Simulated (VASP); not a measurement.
# AlAs (gw) (F-43m) in VASP: single point with PBE

Aim: the single point of AlAs (gw) with PBE.

All numbers are computed with VASP 6.6.1; they aren't measurements. Logs are shortened: lines on timing, memory, paths and dates and some standing lists are left out, and cuts for length are marked.

## 1. The cell of the first run

The structure is cubic, space group F-43m (No. 216). The conventional cell has a = 5.728 Å, b = 5.728 Å, c = 5.728 Å, α = 90.00°, β = 90.00°, γ = 90.00°. Al (site symmetry -43m) has 4 As at 2.48 Å within 3.3 Å. As (site symmetry -43m) has 4 Al at 2.48 Å within 3.3 Å.

## 2. Single point, PBE

Input file INCAR:

```
SYSTEM = AlAs
ALGO = Normal
EDIFF = 1E-6
ENCUT = 500
GGA = PE
GGA_COMPAT = .FALSE.
ISIF = 2
ISMEAR = 0
LASPH = .TRUE.
LCHARG = .FALSE.
LREAL = .FALSE.
LWAVE = .FALSE.
NBANDS = 11
NELM = 120
PREC = Accurate
SIGMA = 0.01
```

Input file KPOINTS:

```
k-points
0
G
  4 4 4
  0 0 0
```

Input file POSCAR:

```
AlAs
1.0
    0.0000000000      2.8639562590      2.8639562590
    2.8639562590      0.0000000000      2.8639562590
    2.8639562590      2.8639562590      0.0000000000
Al As
1 1
Direct
    0.0000000000      0.0000000000      0.0000000000
    0.2500000000      0.2500000000      0.2500000000
```

Potentials or basis: VASP PAW PBE potentials, release 64 (Al, As).

Command:

```console
> cat potpaw_PBE.64/Al/POTCAR potpaw_PBE.64/As/POTCAR > POTCAR
> mpirun -np 1 vasp_std > vasp.out
```

OUTCAR:

```text
SYSTEM = AlAs
   EDIFF = 1E-6
   ENCUT = 500
   GGA = PE
   ISIF = 2
   ISMEAR = 0
   LASPH = .TRUE.
   LREAL = .FALSE.
   NELM = 120
   PREC = Accurate

 ion  position               nearest neighbor table
   1  0.000  0.000  0.000-   2 2.48   2 2.48   2 2.48   2 2.48
   2  0.250  0.250  0.250-   1 2.48   1 2.48   1 2.48   1 2.48

  LATTYP: Found a face centered cubic cell.
 ALAT       =     5.7279125180

  Lattice vectors:

 A1 = (   0.0000000000,   2.8639562590,   2.8639562590)
 A2 = (   2.8639562590,   0.0000000000,   2.8639562590)
 A3 = (   2.8639562590,   2.8639562590,   0.0000000000)

Analysis of symmetry for initial positions (statically):
=====================================================================
 Subroutine PRICEL returns:
 Original cell was already a primitive cell.

 Routine SETGRP: Setting up the symmetry group for a
 face centered cubic supercell.

 Subroutine GETGRP returns: Found 24 space group operations
 (whereof 24 operations were pure point group operations)
 out of a pool of 48 trial point group operations.

The static configuration has the point symmetry T_d .

Analysis of symmetry for dynamics (positions and initial velocities):
=====================================================================
 Subroutine PRICEL returns:
 Original cell was already a primitive cell.

 Routine SETGRP: Setting up the symmetry group for a
 face centered cubic supercell.

 Subroutine GETGRP returns: Found 24 space group operations
 (whereof 24 operations were pure point group operations)
 out of a pool of 48 trial point group operations.

The dynamic configuration has the point symmetry T_d .

 Subroutine INISYM returns: Found 24 space group operations
 (whereof 24 operations are pure point group operations),
 and found     1 'primitive' translations

----------------------------------------------------------------------------------------

                                     Primitive cell

  volume of cell :      46.9817

  direct lattice vectors                    reciprocal lattice vectors
     0.000000000  2.863956259  2.863956259    -0.174583672  0.174583672  0.174583672
     2.863956259  0.000000000  2.863956259     0.174583672 -0.174583672  0.174583672
     2.863956259  2.863956259  0.000000000     0.174583672  0.174583672 -0.174583672

  length of vectors
     4.050245784  4.050245784  4.050245784     0.302387790  0.302387790  0.302387790

  position of ions in fractional coordinates (direct lattice)
     0.000000000  0.000000000  0.000000000
     0.250000000  0.250000000  0.250000000

  ion indices of the primitive-cell ions
   primitive index   ion index
                 1           1
                 2           2

----------------------------------------------------------------------------------------

 KPOINTS: k-points

Automatic generation of k-mesh.
 Grid dimensions read from file:
 generate k-points for:    4    4    4

 Generating k-lattice:

  Cartesian coordinates                     Fractional coordinates (reciprocal lattice)
    -0.043645918  0.043645918  0.043645918     0.250000000  0.000000000  0.000000000
     0.043645918 -0.043645918  0.043645918     0.000000000  0.250000000  0.000000000
     0.043645918  0.043645918 -0.043645918     0.000000000  0.000000000  0.250000000

  Length of vectors
     0.075596947  0.075596947  0.075596947

  Shift w.r.t. Gamma in fractional coordinates (k-lattice)
     0.000000000  0.000000000  0.000000000

 Subroutine IBZKPT returns following result:
 ===========================================

 Found      8 irreducible k-points:

 Following reciprocal coordinates:
            Coordinates               Weight
  0.000000  0.000000  0.000000      1.000000
  0.250000  0.000000  0.000000      8.000000
  0.500000  0.000000  0.000000      4.000000
  0.250000  0.250000  0.000000      6.000000
  0.500000  0.250000  0.000000     24.000000
 -0.250000  0.250000  0.000000     12.000000
  0.500000  0.500000  0.000000      3.000000
 -0.250000  0.500000  0.250000      6.000000
   k-points           NKPTS =      8   k-points in BZ     NKDIM =      8   number of bands    NBANDS=     11
   number of dos      NEDOS =    301   number of ions     NIONS =      2
   total plane-waves  NPLWV =  27000
   dimension x,y,z NGX =    30 NGY =   30 NGZ =   30
   dimension x,y,z NGXF=    60 NGYF=   60 NGZF=   60
   ions per type =               1   1
   NGX,Y,Z   is equivalent  to a cutoff of  12.31, 12.31, 12.31 a.u.
   NGXF,Y,Z  is equivalent  to a cutoff of  24.63, 24.63, 24.63 a.u.
 SYSTEM =  AlAs
   PREC   = accura    normal or accurate (medium, high low for compatibility)
   ISTART =      0    job   : 0-new  1-cont  2-samecut
   ICHARG =      2    charge: 1-file 2-atom 10-const
   ISPIN  =      1    spin polarized calculation?
   LNONCOLLINEAR =      F non collinear calculations
   LSORBIT =      F    spin-orbit coupling
   LASPH  =      T    aspherical Exc in radial PAW
   ENCUT  =  500.0 eV  36.75 Ry    6.06 a.u.   7.38  7.38  7.38*2*pi/ulx,y,z
   NELM   =    120;   NELMIN=  2; NELMDL= -5     # of ELM steps
   EDIFF  = 0.1E-05   stopping-criterion for ELM
   LREAL  =      F    real-space projection
   EDIFFG = 0.1E-04   stopping-criterion for IOM
   NSW    =      0    number of steps for IOM
   IBRION =     -1    ionic relax: 0-MD 1-quasi-New 2-CG
   NFREE  =      0    steps in history (QN), initial steepest desc. (CG)
   ISIF   =      2    stress and relaxation
   ISYM   =      2    0-nonsym 1-usesym 2-fastsym
   POTIM  = 0.5000    time-step for ionic-motion
   TEBEG  =    0.0;   TEEND  =   0.0 temperature during run
   PSTRESS=    0.0 pullay stress
   NELECT =       8.0000    total number of electrons
   NUPDOWN=      -1.0000    fix difference up-down
   EMIN   =  10.00;   EMAX   =-10.00  energy-range for DOS
   EFERMI =   0.00;   METHOD = LEGACY
   ISMEAR =     0;   SIGMA  =   0.01  broadening in eV -4-tet -1-fermi 0-gaus
   EFERMI_NEDOS =   21; number of points for ismear=-14 and -15
   IALGO  =     38    algorithm
   IMIX   =      4    mixing-type and parameters
     AMIX     =   0.40;   BMIX     =  1.00
     AMIX_MAG =   1.60;   BMIX_MAG =  1.00
  volume/ion in A,a.u.               =      23.49       158.52
  Fermi-wavevector in a.u.,A,eV,Ry     =   0.907392  1.714723 11.202505  0.823361
  Thomas-Fermi vector in A             =   2.031194
   LORBIT       =      0    0 simple, 1 ext, 2 COOP (PROOUT), +10 PAW based schemes
   GGA     = PE    functional components
   LHFCALC =     F    Hartree Fock is set to
   AEXX    =    0.0000 exact exchange contribution
   IVDW    =     0    specifies the selected vdW correction
   LEPSILON=     F    determine dielectric tensor
   LRPA    =     F    only Hartree local field effects (RPA)
 non-spin polarized calculation
 Gauss-broadening in eV      SIGMA  =   0.01
  energy-cutoff  :      500.00
  volume of cell :       46.98
 maximum number of plane-waves:      1243
 NGX is ok and might be reduce to    30
   NGX = 15   NGY = 15   NGZ = 15

 number of electron       7.9999999 magnetization

 Free energy of the ion-electron system (eV)
  ---------------------------------------------------
  ext. energy  EPLUGINS =         0.00000000
  ---------------------------------------------------
  free energy    TOTEN  =        -9.27512862 eV

  energy without entropy =       -9.27512862  energy(sigma->0) =       -9.27512862

 E-fermi :   3.6779     XC(G=0):  -8.8841

 val. band max:        3.6335795175   @ k =   0.0000   0.0000   0.0000
 cond. band min:       5.1039404731   @ k =   0.5000   0.5000   0.0000
 fundamental gap:      1.4703609555
 Fermi energy:         3.6779174109

 k-point     1 :       0.0000    0.0000    0.0000
  band No.  band energies     occupation
      1      -8.0368      2.00000
      2       3.6336      2.00000
      3       3.6336      2.00000
      4       3.6336      2.00000
      5       5.4088      0.00000
      6       7.8324      0.00000
      7       7.8324      0.00000
      8       7.8324      0.00000
      9      12.3009      0.00000
     10      12.5502      0.00000
     11      12.5502      0.00000

 k-point     2 :       0.2500    0.0000    0.0000
  band No.  band energies     occupation
      1      -7.4849      2.00000
      2       0.2989      2.00000
      3       3.1668      2.00000
      4       3.1668      2.00000
      5       6.0837      0.00000
      6       8.4523      0.00000
      7       8.4523      0.00000
      8       9.8737      0.00000
      9      11.8593      0.00000
     10      11.8593      0.00000
     11      12.9073      0.00000

 k-point     3 :       0.5000    0.0000    0.0000
  band No.  band energies     occupation
      1      -6.6890      2.00000
      2      -1.8024      2.00000
      3       2.8286      2.00000
      4       2.8286      2.00000
      5       5.6279      0.00000
      6       8.2600      0.00000
      7       8.2600      0.00000
      8      11.3021      0.00000
      9      14.5420      0.00000
     10      15.0069      0.00000
     11      15.0069      0.00000

 k-point     4 :       0.2500    0.2500    0.0000
  band No.  band energies     occupation
      1      -7.2942      2.00000
      2       0.4356      2.00000
      3       2.3344      2.00000
      4       2.3344      2.00000
      5       6.1824      0.00000
      6       7.3082      0.00000
      7      10.3016      0.00000
      8      10.3016      0.00000
      9      10.8702      0.00000
     10      13.6213      0.00000
     11      15.5976      0.00000

 k-point     5 :       0.5000    0.2500    0.0000
  band No.  band energies     occupation
      1      -6.4685      2.00000
      2      -1.3219      2.00000
      3       0.9908      2.00000
      4       2.0682      2.00000
      5       6.1692      0.00000
      6       8.6880      0.00000
      7       9.8477      0.00000
      8      10.4415      0.00000
      9      13.7302      0.00000
     10      14.8882      0.00000
     11      16.2382      0.00000

 k-point     6 :      -0.2500    0.2500    0.0000
  band No.  band energies     occupation
      1      -6.7618      2.00000
      2      -0.8436      2.00000
      3       0.8605      2.00000
      4       2.7589      2.00000
      5       6.9400      0.00000
      6       9.2631      0.00000
      7       9.4200      0.00000
      8       9.7798      0.00000
      9      11.2234      0.00000
     10      13.7014      0.00000
     11      15.8864      0.00000

 k-point     7 :       0.5000    0.5000    0.0000
  band No.  band energies     occupation
      1      -6.1677      2.00000
      2      -1.6969      2.00000
      3       1.5279      2.00000
      4       1.5279      2.00000
      5       5.1039      0.00000
      6       5.9024      0.00000
      7      13.6778      0.00000
      8      13.6778      0.00000
      9      15.0345      0.00000
     10      15.9778      0.00000
     11      15.9778      0.00000

 k-point     8 :      -0.2500    0.5000    0.2500
  band No.  band energies     occupation
      1      -6.1389      2.00000
      2      -1.3831      2.00000
      3       0.5776      2.00000
      4       0.9116      2.00000
      5       7.9345      0.00000
      6       9.0787      0.00000
      7       9.1848      0.00000
      8       9.6280      0.00000
      9      13.9814      0.00000
     10      15.6455      0.00000
     11      15.9676      0.00000

------------------------ aborting loop because EDIFF is reached ----------------------------------------

  FORCE on cell =-STRESS in cart. coord.  units (eV):
  Direction    XX          YY          ZZ          XY          YZ          ZX
  --------------------------------------------------------------------------------------
  -------------------------------------------------------------------------------------
  Total        0.1238622      0.1238622      0.1238622      0.0000000     -0.0000000      0.0000000
  in kB        4.2239647      4.2239647      4.2239647      0.0000000     -0.0000000      0.0000000
  external PRESSURE =       4.2239647 kB  Pullay stress =       0.0000000 kB

 VOLUME and BASIS-vectors are now :
 -----------------------------------------------------------------------------
  energy-cutoff  :      500.00
  volume of cell :       46.98
      direct lattice vectors                 reciprocal lattice vectors
     0.000000000  2.863956259  2.863956259    -0.174583672  0.174583672  0.174583672
     2.863956259  0.000000000  2.863956259     0.174583672 -0.174583672  0.174583672
     2.863956259  2.863956259  0.000000000     0.174583672  0.174583672 -0.174583672

 POSITION                                       TOTAL-FORCE (eV/Angst)
 -----------------------------------------------------------------------------------
      0.00000      0.00000      0.00000        -0.000000     -0.000000     -0.000000
      1.43198      1.43198      1.43198         0.000000      0.000000      0.000000
 -----------------------------------------------------------------------------------
    total drift:                               -0.000000     -0.000000     -0.000000

  FREE ENERGIE OF THE ION-ELECTRON SYSTEM (eV)
  ---------------------------------------------------
  free  energy   TOTEN  =        -9.2751286162 eV

  energy  without entropy=       -9.2751286162  energy(sigma->0) =       -9.27512862
```

Wall time 11 s (1 thread of AMD EPYC 9R45, shared host); peak memory 0.13 GiB.

What came out:

| Item | Value |
| --- | --- |
| Free energy | -9.2751 eV |
| Pressure | 0.4 GPa |
| Band gap on the k mesh | 1.47 eV, indirect (least direct gap 1.78 eV) |

Levels at points of the mesh, in eV from the valence-band top:
```tsv
k point	band 1	band 2	band 3	band 4	band 5	band 6	band 7	band 8	band 9
(0.00, 0.00, 0.00)	-11.67	0.00	0.00	0.00	1.78	4.20	4.20	4.20	8.67
(0.50, 0.00, 0.00)	-10.32	-5.44	-0.81	-0.81	1.99	4.63	4.63	7.67	10.91
(0.50, 0.50, 0.00)	-9.80	-5.33	-2.11	-2.11	1.47	2.27	10.04	10.04	11.40
```

Caveat: the k points lie up to 0.47 Å⁻¹ apart. A k mesh can miss the band edges.
